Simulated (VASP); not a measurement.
# B3C (P-6m2) in VASP: notebook

B3C is run at these levels: PBE; tasks: single point.

Everything below comes from runs of VASP 6.6.1. Logs are shortened: lines on timing, memory, paths and dates and some standing lists are left out, and cuts for length are marked.

**1. The cell of the first run**

The structure is hexagonal, space group P-6m2 (No. 187). The conventional cell has a = 2.571 Å, b = 2.571 Å, c = 4.642 Å, α = 90.00°, β = 90.00°, γ = 120.00°. B (site symmetry -6m2) has 12 B at 2.09 to 2.57 Å and 2 C at 2.32 Å within 2.8 Å. Within 2.3 Å of B (site symmetry 3m) lie 4 B at 1.71 to 2.09 Å and 3 C at 1.71 Å. Within 2.3 Å of C (site symmetry -6m2) lie 6 B at 1.71 Å.

**2. Single point, PBE**

The input, INCAR:

```
ALGO = Normal
EDIFF = 1E-6
ENCUT = 520
GGA = PE
ISIF = 2
ISMEAR = 0
LASPH = T
LCHARG = F
LREAL = F
LWAVE = F
NBANDS = 14
NELM = 80
PREC = Accurate
SIGMA = 0.1
```

The input, KPOINTS:

```
k-points
0
Gamma
  6 6 4
```

The input, POSCAR:

```
B3C
1.0
    2.5705910612      0.0000000000      0.0000000000
   -1.2852955306      2.2261971617      0.0000000000
    0.0000000000      0.0000000000      4.6419177074
B C
3 1
Direct
    0.0000000000      0.0000000000      0.0000000000
    0.6666666667      0.3333333333      0.6844254056
    0.6666666667      0.3333333333      0.3155745944
    0.0000000000      0.0000000000      0.5000000000
```

Potentials or basis: VASP PAW PBE potentials, release 64 (B, C).

Launch:

```bash
$ cat potpaw_PBE.64/B/POTCAR potpaw_PBE.64/C/POTCAR > POTCAR
$ mpirun -np 1 vasp_std > vasp.out
```

OUTCAR:

```text
EDIFF = 1E-6
   ENCUT = 520
   GGA = PE
   ISIF = 2
   ISMEAR = 0
   LASPH = T
   LREAL = F
   NELM = 80
   PREC = Accurate

 ion  position               nearest neighbor table
   1  0.000  0.000  0.000-   2 2.09   3 2.09   2 2.09   3 2.09   2 2.09   3 2.09
   2  0.667  0.333  0.684-   3 1.71   4 1.71   4 1.71   4 1.71   1 2.09   1 2.09   1 2.09
   3  0.667  0.333  0.316-   2 1.71   4 1.71   4 1.71   4 1.71   1 2.09   1 2.09   1 2.09
   4  0.000  0.000  0.500-   2 1.71   3 1.71   2 1.71   3 1.71   2 1.71   3 1.71

  LATTYP: Found a hexagonal cell.
 ALAT       =     2.5705910612
 C/A-ratio  =     1.8057783587

  Lattice vectors:

 A1 = (   2.5705910612,   0.0000000000,   0.0000000000)
 A2 = (  -1.2852955306,   2.2261971617,   0.0000000000)
 A3 = (   0.0000000000,   0.0000000000,   4.6419177074)

Analysis of symmetry for initial positions (statically):
=====================================================================
 Subroutine PRICEL returns:
 Original cell was already a primitive cell.

 Routine SETGRP: Setting up the symmetry group for a
 hexagonal supercell.

 Subroutine GETGRP returns: Found 12 space group operations
 (whereof 12 operations were pure point group operations)
 out of a pool of 24 trial point group operations.

The static configuration has the point symmetry D_3h.

Analysis of symmetry for dynamics (positions and initial velocities):
=====================================================================
 Subroutine PRICEL returns:
 Original cell was already a primitive cell.

 Routine SETGRP: Setting up the symmetry group for a
 hexagonal supercell.

 Subroutine GETGRP returns: Found 12 space group operations
 (whereof 12 operations were pure point group operations)
 out of a pool of 24 trial point group operations.

The dynamic configuration has the point symmetry D_3h.

 Subroutine INISYM returns: Found 12 space group operations
 (whereof 12 operations are pure point group operations),
 and found     1 'primitive' translations

----------------------------------------------------------------------------------------

                                     Primitive cell

  volume of cell :      26.5640

  direct lattice vectors                    reciprocal lattice vectors
[... 97 lines left out ...]
   PSTRESS=    0.0 pullay stress
   NELECT =      13.0000    total number of electrons
   NUPDOWN=      -1.0000    fix difference up-down
   EMIN   =  10.00;   EMAX   =-10.00  energy-range for DOS
   EFERMI =   0.00;   METHOD = LEGACY
   ISMEAR =     0;   SIGMA  =   0.10  broadening in eV -4-tet -1-fermi 0-gaus
   EFERMI_NEDOS =   21; number of points for ismear=-14 and -15
   IALGO  =     38    algorithm
   IMIX   =      4    mixing-type and parameters
     AMIX     =   0.40;   BMIX     =  1.00
     AMIX_MAG =   1.60;   BMIX_MAG =  1.00
  volume/ion in A,a.u.               =       6.64        44.82
  Fermi-wavevector in a.u.,A,eV,Ry     =   1.290104  2.437942 22.645093  1.664367
  Thomas-Fermi vector in A             =   2.421956
   LORBIT       =      0    0 simple, 1 ext, 2 COOP (PROOUT), +10 PAW based schemes
   GGA     = PE    functional components
   LHFCALC =     F    Hartree Fock is set to
   AEXX    =    0.0000 exact exchange contribution
   IVDW    =     0    specifies the selected vdW correction
   LEPSILON=     F    determine dielectric tensor
   LRPA    =     F    only Hartree local field effects (RPA)
 non-spin polarized calculation
 Gauss-broadening in eV      SIGMA  =   0.10
  energy-cutoff  :      520.00
  volume of cell :       26.56
 maximum number of plane-waves:       726
 NGX is ok and might be reduce to    20
   NGX =  9   NGY =  9   NGZ = 17

 number of electron      12.9999999 magnetization

 Free energy of the ion-electron system (eV)
  ---------------------------------------------------
  ext. energy  EPLUGINS =         0.00000000
  ---------------------------------------------------
  free energy    TOTEN  =       -23.64083166 eV

  energy without entropy =      -23.63957684  energy(sigma->0) =      -23.64020425

 E-fermi :   8.4509     XC(G=0): -12.4323

 val. band max:        8.4030340587   @ k =   0.3333   0.3333   0.2500
 cond. band min:       8.8916180026   @ k =   0.3333   0.1667   0.2500
 fundamental gap:      0.4885839439
 Fermi energy:         8.4508504380

 k-point     1 :       0.0000    0.0000    0.0000
  band No.  band energies     occupation
      1     -11.1373      2.00000
      2      -3.4205      2.00000
      3      -3.2949      2.00000
      4       6.9739      2.00000
      5       6.9739      2.00000
      6       9.7132      0.00000
      7      14.5227      0.00000
      8      14.7004      0.00000
      9      14.7004      0.00000
     10      15.6154      0.00000
     11      15.6154      0.00000
     12      16.0701      0.00000
     13      16.0701      0.00000
     14      18.4411      0.00000
[... 326 lines left out ...]
      1      -4.5928      2.00000
      2      -3.4876      2.00000
      3      -1.0763      2.00000
      4       0.3621      2.00000
      5       2.1087      2.00000
      6       3.6825      2.00000
      7       9.4109      0.00000
      8       9.5185      0.00000
      9      10.1192      0.00000
     10      13.3983      0.00000
     11      14.9329      0.00000
     12      16.1116      0.00000
     13      20.4984      0.00000
     14      21.9636      0.00000

------------------------ aborting loop because EDIFF is reached ----------------------------------------

  FORCE on cell =-STRESS in cart. coord.  units (eV):
  Direction    XX          YY          ZZ          XY          YZ          ZX
  --------------------------------------------------------------------------------------
  -------------------------------------------------------------------------------------
  Total        0.0247010      0.0247010     -0.0153551      0.0000000     -0.0000000     -0.0000000
  in kB        1.4898098      1.4898098     -0.9261250      0.0000000     -0.0000000     -0.0000000
  external PRESSURE =       0.6844982 kB  Pullay stress =       0.0000000 kB

 VOLUME and BASIS-vectors are now :
 -----------------------------------------------------------------------------
  energy-cutoff  :      520.00
  volume of cell :       26.56
      direct lattice vectors                 reciprocal lattice vectors
     2.570591061  0.000000000  0.000000000     0.389015591  0.224598256  0.000000000
    -1.285295531  2.226197162  0.000000000     0.000000000  0.449196512  0.000000000
     0.000000000  0.000000000  4.641917707     0.000000000  0.000000000  0.215428205

 POSITION                                       TOTAL-FORCE (eV/Angst)
 -----------------------------------------------------------------------------------
      0.00000      0.00000      0.00000         0.000000      0.000000      0.000000
      1.28530      0.74207      3.17705        -0.000000      0.000000      0.007957
      1.28530      0.74207      1.46487        -0.000000      0.000000     -0.007957
      0.00000      0.00000      2.32096         0.000000      0.000000      0.000000
 -----------------------------------------------------------------------------------
    total drift:                               -0.000000      0.000000      0.000000

  FREE ENERGIE OF THE ION-ELECTRON SYSTEM (eV)
  ---------------------------------------------------
  free  energy   TOTEN  =       -23.6408316633 eV

  energy  without entropy=      -23.6395768376  energy(sigma->0) =      -23.64020425
```

stdout:

```text
POSCAR found type information on POSCAR B C
 POSCAR found :  2 types and       4 ions
 scaLAPACK will be used
 LDA part: xc-table for (Slater+PW92), standard interpolation
 POSCAR, INCAR and KPOINTS ok, starting setup
 FFT: planning ... GRIDC
 FFT: planning ... GRID_SOFT
 FFT: planning ... GRID
 WAVECAR not read
 entering main loop
```

Wall time 3.8 s (1 thread of Intel Xeon 6975P-C (Granite Rapids), shared host); peak memory 0.13 GiB.

Results:

| Quantity | Value |
| --- | --- |
| Free energy | -23.6408 eV |
| Pressure | 0.1 GPa |
| Largest force | 0.008 eV/Å |

Forces on the atoms (eV/Å):
```
B    0.000  0.000  0.000
B    0.000  0.000  0.008
B    0.000  0.000 -0.008
C    0.000  0.000  0.000
```

Levels at points of the mesh, in eV from the Fermi level:
```csv
k point,band 2,band 3,band 4,band 5,band 6,band 7,band 8,band 9,band 10,band 11
"(0.00, 0.00, 0.00)",-11.87,-11.75,-1.48,-1.48,1.26,6.07,6.25,6.25,7.16,7.16
"(0.50, 0.00, 0.00)",-12.89,-8.01,-6.98,-4.91,-4.05,-2.59,3.84,4.56,4.76,4.93
"(0.00, 0.00, 0.50)",-14.53,-6.16,-4.53,-1.35,-1.35,5.17,5.17,6.83,6.83,8.50
"(0.50, 0.00, 0.50)",-12.69,-9.32,-7.74,-4.73,-1.03,-0.28,1.47,2.04,4.34,5.42
```

Caveat: the k points lie up to 0.47 Å⁻¹ apart.

**3. Single point, PBE**

This run uses another cell than the first one, of 6.72 Å³/atom, 1.012 times its volume.

The input, INCAR:

```
SYSTEM = B3C
ALGO = Normal ; EDIFF = 1E-7
ENCUT = 520 ; GGA = PE
ISIF = 2 ; ISMEAR = 0
LASPH = .TRUE. ; LCHARG = .FALSE.
LREAL = .FALSE. ; LWAVE = .FALSE.
NBANDS = 14 ; NELM = 60
PREC = Accurate ; SIGMA = 0.1
```

The input, KPOINTS:

```
k-points
0
G
  12 12 2
  0 0 0
```

The input, POSCAR:

```
B3C
1.0
    2.5684768399      0.0000000000      0.0000000000
   -1.2842384200      2.2243661924      0.0000000000
    0.0000000000      0.0000000000      4.7066059858
B C
3 1
Direct
    0.0000000000      0.0000000000      0.0000000000
    0.6666666667      0.3333333333      0.6803815132
    0.6666666667      0.3333333333      0.3196184868
    0.0000000000      0.0000000000      0.5000000000
```

Potentials or basis: VASP PAW PBE potentials, release 64 (B, C).

Launch:

```bash
$ cat potpaw_PBE.64/B/POTCAR potpaw_PBE.64/C/POTCAR > POTCAR
$ mpirun -np 1 vasp_std > vasp.out
```

OUTCAR:

```text
SYSTEM = B3C
   EDIFF = 1E-7
   ENCUT = 520
   GGA = PE
   ISIF = 2
   ISMEAR = 0
   LASPH = .TRUE.
   LREAL = .FALSE.
   NELM = 60
   PREC = Accurate

 ion  position               nearest neighbor table
   1  0.000  0.000  0.000-   2 2.11   3 2.11   2 2.11   3 2.11   2 2.11   3 2.11
   2  0.667  0.333  0.680-   3 1.70   4 1.71   4 1.71   4 1.71   1 2.11   1 2.11   1 2.11
   3  0.667  0.333  0.320-   2 1.70   4 1.71   4 1.71   4 1.71   1 2.11   1 2.11   1 2.11
   4  0.000  0.000  0.500-   2 1.71   3 1.71   2 1.71   3 1.71   2 1.71   3 1.71

  LATTYP: Found a hexagonal cell.
 ALAT       =     2.5684768399
 C/A-ratio  =     1.8324502338

  Lattice vectors:

 A1 = (   2.5684768399,   0.0000000000,   0.0000000000)
 A2 = (  -1.2842384200,   2.2243661924,   0.0000000000)
 A3 = (   0.0000000000,   0.0000000000,   4.7066059858)

Analysis of symmetry for initial positions (statically):
=====================================================================
 Subroutine PRICEL returns:
 Original cell was already a primitive cell.

 Routine SETGRP: Setting up the symmetry group for a
 hexagonal supercell.

[... 181 lines left out ...]
      2      -3.4515      2.00000
      3      -3.4071      2.00000
      4       6.7608      2.00000
      5       6.7608      2.00000
      6       9.3460      0.00000
      7      13.8616      0.00000
      8      14.6453      0.00000
      9      14.6453      0.00000
     10      15.5351      0.00000
     11      15.5351      0.00000
     12      15.9805      0.00000
     13      15.9805      0.00000
     14      18.0870      0.00000
[... 377 lines left out ...]
      1      -8.6003      2.00000
      2      -3.3565      2.00000
      3      -1.0367      2.00000
      4       3.6627      2.00000
      5       4.0905      2.00000
      6       5.1323      2.00000
      7       7.4805      2.00000
      8      10.6839      0.00000
      9      12.8221      0.00000
     10      14.4456      0.00000
     11      14.6210      0.00000
     12      17.3143      0.00000
     13      17.5896      0.00000
     14      19.6633      0.00000

 [... further k-points ...]
[... 5 lines left out ...]
  --------------------------------------------------------------------------------------
  -------------------------------------------------------------------------------------
  Total        0.0166228      0.0166228      0.0015328     -0.0000000      0.0000000     -0.0000000
  in kB        0.9904347      0.9904347      0.0913281     -0.0000000      0.0000000     -0.0000000
  external PRESSURE =       0.6907325 kB  Pullay stress =       0.0000000 kB

 VOLUME and BASIS-vectors are now :
 -----------------------------------------------------------------------------
  energy-cutoff  :      520.00
  volume of cell :       26.89
      direct lattice vectors                 reciprocal lattice vectors
     2.568476840  0.000000000  0.000000000     0.389335806  0.224783132  0.000000000
    -1.284238420  2.224366192  0.000000000     0.000000000  0.449566265  0.000000000
     0.000000000  0.000000000  4.706605986     0.000000000  0.000000000  0.212467328

 POSITION                                       TOTAL-FORCE (eV/Angst)
 -----------------------------------------------------------------------------------
      0.00000      0.00000      0.00000         0.000000     -0.000000      0.000000
      1.28424      0.74146      3.20229         0.000000     -0.000000      0.018272
      1.28424      0.74146      1.50432         0.000000     -0.000000     -0.018272
      0.00000      0.00000      2.35330        -0.000000      0.000000      0.000000
 -----------------------------------------------------------------------------------
    total drift:                               -0.000000      0.000000      0.000000

  FREE ENERGIE OF THE ION-ELECTRON SYSTEM (eV)
  ---------------------------------------------------
  free  energy   TOTEN  =       -23.7203393809 eV

  energy  without entropy=      -23.7166985948  energy(sigma->0) =      -23.71851899
```

stdout:

```text
POSCAR found type information on POSCAR B C
 POSCAR found :  2 types and       4 ions
 scaLAPACK will be used
 LDA part: xc-table for (Slater+PW92), standard interpolation
 POSCAR, INCAR and KPOINTS ok, starting setup
 FFT: planning ... GRIDC
 FFT: planning ... GRID_SOFT
 FFT: planning ... GRID
 WAVECAR not read
 entering main loop
```

Run time: 5.8 s. Hardware: 1 thread of Intel Xeon 6975P-C (Granite Rapids), shared host; peak memory 0.13 GiB.

What came out:

```yaml
Free_energy: -23.7203 eV
Pressure: 0.1 GPa
Largest_force: 0.018 eV/Å
```

Forces in eV/Å, atoms in the order of the input:
```
B    0.000  0.000  0.000
B    0.000  0.000  0.018
B    0.000  0.000 -0.018
C    0.000  0.000  0.000
```

Stress tensor (GPa, compression positive):
```
0.10 0.00 0.00
0.00 0.10 0.00
0.00 0.00 0.01
```

Levels at points of the mesh, in eV from the Fermi level:
```
           k point  band 3  band 4  band 5  band 6  band 7  band 8  band 9  band 10  band 11  band 12
(0.00, 0.00, 0.00)  -11.72   -1.56   -1.56    1.03    5.54    6.33    6.33     7.22     7.22     7.66
(0.50, 0.00, 0.00)   -7.94   -6.78   -4.99   -4.01   -2.63    3.99    4.49     4.70     4.81     8.40
(0.00, 0.00, 0.50)   -6.26   -4.71   -1.46   -1.46    5.42    5.42    6.78     6.78     8.38     9.03
(0.50, 0.00, 0.50)   -9.15   -7.50   -4.84   -1.12   -0.46    1.74    1.96     4.10     5.37     8.54
```

Caveat: the k points lie up to 0.67 Å⁻¹ apart.

(Part 1 of 2 ends here.)
